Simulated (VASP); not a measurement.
# Be2SbCl (P6/mmm) in VASP: single point with PBE

Aim: the single point of Be2SbCl with PBE.

Everything below comes from runs of VASP 6.6.1. Logs are shortened: lines on timing, memory, paths and dates and some standing lists are left out, and cuts for length are marked.

## 1. The cell of the first run

Symmetry: P6/mmm, No. 191, hexagonal system. The conventional cell has a = 4.337 Å, b = 4.337 Å, c = 5.662 Å, α = 90.00°, β = 90.00°, γ = 120.00°. Within 3.3 Å of Be (site symmetry -6m2) lie 3 Be at 2.50 Å and 3 Sb at 2.50 Å. Sb (site symmetry 6/mmm) has 6 Be at 2.50 Å and 2 Cl at 2.83 Å within 3.3 Å. Cl (site symmetry 6/mmm) has 2 Sb at 2.83 Å and 12 Be at 3.78 Å within 3.8 Å.

The cell was generated, and may not be a known phase.

## 2. Single point, PBE

File INCAR:

```
SYSTEM = Be2SbCl
ALGO = Normal
EDIFF = 1E-6
ENCUT = 500
GGA = PE
GGA_COMPAT = .FALSE.
ISIF = 2
ISMEAR = 0
LASPH = .TRUE.
LCHARG = .FALSE.
LREAL = .FALSE.
LWAVE = .FALSE.
NBANDS = 21
NELM = 120
PREC = Accurate
SIGMA = 0.1
```

File KPOINTS:

```
k-points
0
G
  12 12 8
  0 0 0
```

File POSCAR:

```
Be2SbCl
1.0
    4.3373089952      0.0000000000      0.0000000000
   -2.1686544976      3.7562197739      0.0000000000
    0.0000000000      0.0000000000      5.6618753550
Be Sb Cl
2 1 1
Direct
    0.3333333333      0.6666666667      0.0000000000
    0.6666666667      0.3333333333      0.0000000000
    0.0000000000      0.0000000000      0.0000000000
    0.0000000000      0.0000000000      0.5000000000
```

Potentials or basis: VASP PAW PBE potentials, release 64 (Be, Sb_d_GW, Cl).

On the command line:

```bash
cat potpaw_PBE.64/Be/POTCAR potpaw_PBE.64/Sb_d_GW/POTCAR potpaw_PBE.64/Cl/POTCAR > POTCAR
mpirun -np 1 vasp_std > vasp.out
```

OUTCAR:

```text
SYSTEM = Be2SbCl
   EDIFF = 1E-6
   ENCUT = 500
   GGA = PE
   ISIF = 2
   ISMEAR = 0
   LASPH = .TRUE.
   LREAL = .FALSE.
   NELM = 120
   PREC = Accurate

 ion  position               nearest neighbor table
   1  0.333  0.667  0.000-   3 2.50   3 2.50   3 2.50
   2  0.667  0.333  0.000-   3 2.50   3 2.50   3 2.50
   3  0.000  0.000  0.000-   1 2.50   2 2.50   1 2.50   2 2.50   2 2.50   1 2.50   4 2.83   4 2.83

   4  0.000  0.000  0.500-   3 2.83   3 2.83

  LATTYP: Found a hexagonal cell.
 ALAT       =     4.3373089952
 C/A-ratio  =     1.3053889777

  Lattice vectors:

 A1 = (   4.3373089952,   0.0000000000,   0.0000000000)
 A2 = (  -2.1686544976,   3.7562197739,   0.0000000000)
 A3 = (   0.0000000000,   0.0000000000,   5.6618753550)

Analysis of symmetry for initial positions (statically):
=====================================================================
 Subroutine PRICEL returns:
 Original cell was already a primitive cell.

 Routine SETGRP: Setting up the symmetry group for a
 hexagonal supercell.

 Subroutine GETGRP returns: Found 24 space group operations
 (whereof 24 operations were pure point group operations)
 out of a pool of 24 trial point group operations.

The static configuration has the point symmetry D_6h.

Analysis of symmetry for dynamics (positions and initial velocities):
=====================================================================
 Subroutine PRICEL returns:
 Original cell was already a primitive cell.

 Routine SETGRP: Setting up the symmetry group for a
 hexagonal supercell.

 Subroutine GETGRP returns: Found 24 space group operations
 (whereof 24 operations were pure point group operations)
 out of a pool of 24 trial point group operations.

The dynamic configuration has the point symmetry D_6h.

 Subroutine INISYM returns: Found 24 space group operations
 (whereof 24 operations are pure point group operations),
 and found     1 'primitive' translations

----------------------------------------------------------------------------------------

                                     Primitive cell

  volume of cell :      92.2426

  direct lattice vectors                    reciprocal lattice vectors
     4.337308995  0.000000000  0.000000000     0.230557703  0.133112552  0.000000000
    -2.168654498  3.756219774  0.000000000     0.000000000  0.266225104  0.000000000
     0.000000000  0.000000000  5.661875355     0.000000000  0.000000000  0.176619925

  length of vectors
     4.337308995  4.337308995  5.661875355     0.266225104  0.266225104  0.176619925

  position of ions in fractional coordinates (direct lattice)
     0.333333333  0.666666667  0.000000000
     0.666666667  0.333333333  0.000000000
     0.000000000  0.000000000  0.000000000
     0.000000000  0.000000000  0.500000000

  ion indices of the primitive-cell ions
   primitive index   ion index
                 1           1
                 2           2
                 3           3
                 4           4

----------------------------------------------------------------------------------------

 KPOINTS: k-points

Automatic generation of k-mesh.
 Grid dimensions read from file:
 generate k-points for:   12   12    8

 Generating k-lattice:

  Cartesian coordinates                     Fractional coordinates (reciprocal lattice)
     0.019213142  0.011092713  0.000000000     0.083333333  0.000000000  0.000000000
     0.000000000  0.022185425  0.000000000     0.000000000  0.083333333  0.000000000
     0.000000000  0.000000000  0.022077491     0.000000000  0.000000000  0.125000000

  Length of vectors
     0.022185425  0.022185425  0.022077491

  Shift w.r.t. Gamma in fractional coordinates (k-lattice)
     0.000000000  0.000000000  0.000000000

 Subroutine IBZKPT returns following result:
 ===========================================

 Found     95 irreducible k-points:

 Following reciprocal coordinates:
            Coordinates               Weight
  0.000000  0.000000  0.000000      1.000000
  0.083333 -0.000000  0.000000      6.000000
  0.166667 -0.000000  0.000000      6.000000
  0.250000 -0.000000  0.000000      6.000000
  0.333333 -0.000000  0.000000      6.000000
  0.416667 -0.000000  0.000000      6.000000
[... 16 lines left out ...]
  0.250000 -0.000000  0.125000     12.000000
  0.333333 -0.000000  0.125000     12.000000
 [... further k-points ...]
   k-points           NKPTS =     95   k-points in BZ     NKDIM =     95   number of bands    NBANDS=     21
   number of dos      NEDOS =    301   number of ions     NIONS =      4
   total plane-waves  NPLWV =  43008
   dimension x,y,z NGX =    32 NGY =   32 NGZ =   42
   dimension x,y,z NGXF=    64 NGYF=   64 NGZF=   84
   ions per type =               2   1   1
   NGX,Y,Z   is equivalent  to a cutoff of  12.27, 12.27, 12.33 a.u.
   NGXF,Y,Z  is equivalent  to a cutoff of  24.53, 24.53, 24.66 a.u.
 SYSTEM =  Be2SbCl
   PREC   = accura    normal or accurate (medium, high low for compatibility)
   ISTART =      0    job   : 0-new  1-cont  2-samecut
   ICHARG =      2    charge: 1-file 2-atom 10-const
   ISPIN  =      1    spin polarized calculation?
   LNONCOLLINEAR =      F non collinear calculations
   LSORBIT =      F    spin-orbit coupling
   LASPH  =      T    aspherical Exc in radial PAW
   ENCUT  =  500.0 eV  36.75 Ry    6.06 a.u.   7.91  7.91 10.32*2*pi/ulx,y,z
   NELM   =    120;   NELMIN=  2; NELMDL= -5     # of ELM steps
   EDIFF  = 0.1E-05   stopping-criterion for ELM
   LREAL  =      F    real-space projection
   EDIFFG = 0.1E-04   stopping-criterion for IOM
   NSW    =      0    number of steps for IOM
   IBRION =     -1    ionic relax: 0-MD 1-quasi-New 2-CG
   NFREE  =      0    steps in history (QN), initial steepest desc. (CG)
   ISIF   =      2    stress and relaxation
   ISYM   =      2    0-nonsym 1-usesym 2-fastsym
   POTIM  = 0.5000    time-step for ionic-motion
   TEBEG  =    0.0;   TEEND  =   0.0 temperature during run
   PSTRESS=    0.0 pullay stress
   NELECT =      26.0000    total number of electrons
   NUPDOWN=      -1.0000    fix difference up-down
   EMIN   =  10.00;   EMAX   =-10.00  energy-range for DOS
   EFERMI =   0.00;   METHOD = LEGACY
   ISMEAR =     0;   SIGMA  =   0.10  broadening in eV -4-tet -1-fermi 0-gaus
   EFERMI_NEDOS =   21; number of points for ismear=-14 and -15
   IALGO  =     38    algorithm
   IMIX   =      4    mixing-type and parameters
     AMIX     =   0.40;   BMIX     =  1.00
     AMIX_MAG =   1.60;   BMIX_MAG =  1.00
  volume/ion in A,a.u.               =      23.06       155.62
  Fermi-wavevector in a.u.,A,eV,Ry     =   1.073385  2.028403 15.676016  1.152155
  Thomas-Fermi vector in A             =   2.209182
   LORBIT       =      0    0 simple, 1 ext, 2 COOP (PROOUT), +10 PAW based schemes
   GGA     = PE    functional components
   LHFCALC =     F    Hartree Fock is set to
   AEXX    =    0.0000 exact exchange contribution
   IVDW    =     0    specifies the selected vdW correction
   LEPSILON=     F    determine dielectric tensor
   LRPA    =     F    only Hartree local field effects (RPA)
 non-spin polarized calculation
 Gauss-broadening in eV      SIGMA  =   0.10
  energy-cutoff  :      500.00
  volume of cell :       92.24
 maximum number of plane-waves:      2376
 NGX is ok and might be reduce to    32
   NGX = 15   NGY = 15   NGZ = 21

 number of electron      26.0000010 magnetization

 Free energy of the ion-electron system (eV)
  ---------------------------------------------------
  ext. energy  EPLUGINS =         0.00000000
  ---------------------------------------------------
  free energy    TOTEN  =       -11.48787310 eV

  energy without entropy =      -11.47275012  energy(sigma->0) =      -11.48031161

 E-fermi :   2.7825     XC(G=0):  -8.3416

 val. band max:        2.7790529613   @ k =   0.0833  -0.0000   0.0000
 cond. band min:       2.7965125742   @ k =   0.3333   0.2500   0.3750
 fundamental gap:      0.0174596129
 Fermi energy:         2.7824956215

 k-point     1 :       0.0000    0.0000    0.0000
  band No.  band energies     occupation
      1     -26.8729      2.00000
      2     -26.8461      2.00000
      3     -26.8461      2.00000
      4     -26.8453      2.00000
      5     -26.8453      2.00000
      6     -12.3133      2.00000
[... 13 lines left out ...]
     20       8.7691      0.00000
     21      10.7115      0.00000

 k-point     2 :       0.0833   -0.0000    0.0000
  band No.  band energies     occupation
      1     -26.8727      2.00000
      2     -26.8459      2.00000
      3     -26.8456      2.00000
      4     -26.8454      2.00000
      5     -26.8453      2.00000
      6     -12.3058      2.00000
[... 13 lines left out ...]
     20       8.4951      0.00000
     21      10.4838      0.00000

 k-point     3 :       0.1667   -0.0000    0.0000
  band No.  band energies     occupation
      1     -26.8723      2.00000
      2     -26.8457      2.00000
      3     -26.8455      2.00000
      4     -26.8454      2.00000
      5     -26.8443      2.00000
      6     -12.2851      2.00000
[... 13 lines left out ...]
     20       8.3475      0.00000
     21      10.0586      0.00000

 k-point     4 :       0.2500   -0.0000    0.0000
  band No.  band energies     occupation
      1     -26.8717      2.00000
      2     -26.8462      2.00000
      3     -26.8455      2.00000
      4     -26.8448      2.00000
      5     -26.8426      2.00000
      6     -12.2567      2.00000
[... 13 lines left out ...]
     20       8.8149      0.00000
     21       9.6631      0.00000

 k-point     5 :       0.3333   -0.0000    0.0000
  band No.  band energies     occupation
      1     -26.8711      2.00000
      2     -26.8466      2.00000
      3     -26.8456      2.00000
      4     -26.8441      2.00000
      5     -26.8408      2.00000
      6     -12.2280      2.00000
[... 13 lines left out ...]
     20       9.3630      0.00000
     21       9.4158      0.00000
[... 382 lines left out ...]
     20       8.3892      0.00000
     21      10.6379      0.00000

 k-point    22 :       0.1667   -0.0000    0.1250
  band No.  band energies     occupation
      1     -26.8722      2.00000
      2     -26.8457      2.00000
      3     -26.8455      2.00000
      4     -26.8454      2.00000
      5     -26.8443      2.00000
      6     -12.2708      2.00000
[... 13 lines left out ...]
     20       8.5678      0.00000
     21      10.2010      0.00000

 k-point    23 :       0.2500   -0.0000    0.1250
  band No.  band energies     occupation
      1     -26.8716      2.00000
      2     -26.8462      2.00000
      3     -26.8455      2.00000
      4     -26.8448      2.00000
      5     -26.8426      2.00000
      6     -12.2434      2.00000
[... 13 lines left out ...]
     20       9.0120      0.00000
     21       9.8120      0.00000

 k-point    24 :       0.3333   -0.0000    0.1250
  band No.  band energies     occupation
      1     -26.8710      2.00000
      2     -26.8466      2.00000
      3     -26.8456      2.00000
      4     -26.8441      2.00000
      5     -26.8408      2.00000
      6     -12.2159      2.00000
[... 13 lines left out ...]
     20       9.5057      0.00000
     21       9.5195      0.00000

 [... further k-points ...]
[... 5 lines left out ...]
  --------------------------------------------------------------------------------------
  -------------------------------------------------------------------------------------
  Total       -0.0052201     -0.0052201     -0.0264001      0.0000000      0.0000000     -0.0000000
  in kB       -0.0906683     -0.0906683     -0.4585473      0.0000000      0.0000000     -0.0000000
  external PRESSURE =      -0.2132946 kB  Pullay stress =       0.0000000 kB

 VOLUME and BASIS-vectors are now :
 -----------------------------------------------------------------------------
  energy-cutoff  :      500.00
  volume of cell :       92.24
      direct lattice vectors                 reciprocal lattice vectors
     4.337308995  0.000000000  0.000000000     0.230557703  0.133112552  0.000000000
    -2.168654498  3.756219774  0.000000000     0.000000000  0.266225104  0.000000000
     0.000000000  0.000000000  5.661875355     0.000000000  0.000000000  0.176619925

 POSITION                                       TOTAL-FORCE (eV/Angst)
 -----------------------------------------------------------------------------------
     -0.00000      2.50415      0.00000        -0.000000      0.000000      0.000000
      2.16865      1.25207      0.00000         0.000000      0.000000     -0.000000
      0.00000      0.00000      0.00000         0.000000      0.000000      0.000000
      0.00000      0.00000      2.83094         0.000000      0.000000      0.000000
 -----------------------------------------------------------------------------------
    total drift:                                0.000000     -0.000000     -0.000000

  FREE ENERGIE OF THE ION-ELECTRON SYSTEM (eV)
  ---------------------------------------------------
  free  energy   TOTEN  =       -11.4878730975 eV

  energy  without entropy=      -11.4727501197  energy(sigma->0) =      -11.48031161
```

Wall time 3.3 min (1 thread of Intel Xeon Platinum 8259CL at 2.50GHz (Skylake/Cascade Lake), shared host); peak memory 0.35 GiB.

What came out:

```yaml
Free_energy: -11.4879 eV
Pressure: 0.0 GPa
Band_gap_on_the_k_mesh: zero (bands 13 and 14 overlap by 1.90 eV)
```

Caveat: spin-orbit coupling is left out, which moves the levels of the heavy elements.
